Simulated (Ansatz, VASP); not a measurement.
# Two plane-wave programs on Ti

```xyz
1
Lattice="0.0000 2.1315 2.0808 2.1315 0.0000 2.0808 2.1315 2.1315 0.0000" Properties=species:S:1:pos:R:3 pbc="T T T"
Ti    0.0000    0.0000    0.0000
```

Change from the starting cell: strain +0.050 along x and y, +0.025 along z, atoms carried along.

Alike in both runs: task single point; functional PBEsol; k mesh 20 × 20 × 20; occupations gaussian, width 0.15 eV; no spin polarisation.

|  | VASP | Ansatz |
| --- | --- | --- |
| version | VASP 6.6.1 | Ansatz 0.2.0 |
| potentials or method | VASP PAW PBE potentials, release 64 (Ti_sv), cutoff 520 eV | scalar-relativistic, plane waves, PAW |
| valence electrons in the cell | 12 | 12 |

```tsv
	VASP	Ansatz	Ansatz less VASP
gap on the k mesh at the Fermi level (eV)	none	none	-
pressure (GPa)	-11.5	-11.5	+0.04
traceless stress, the component that is largest in VASP (GPa)	0.53	0.53	-0.004
```

VASP's potentials were made for PBE, not for PBEsol. A gap of «none» marks a metal or a gap that the smearing closes.
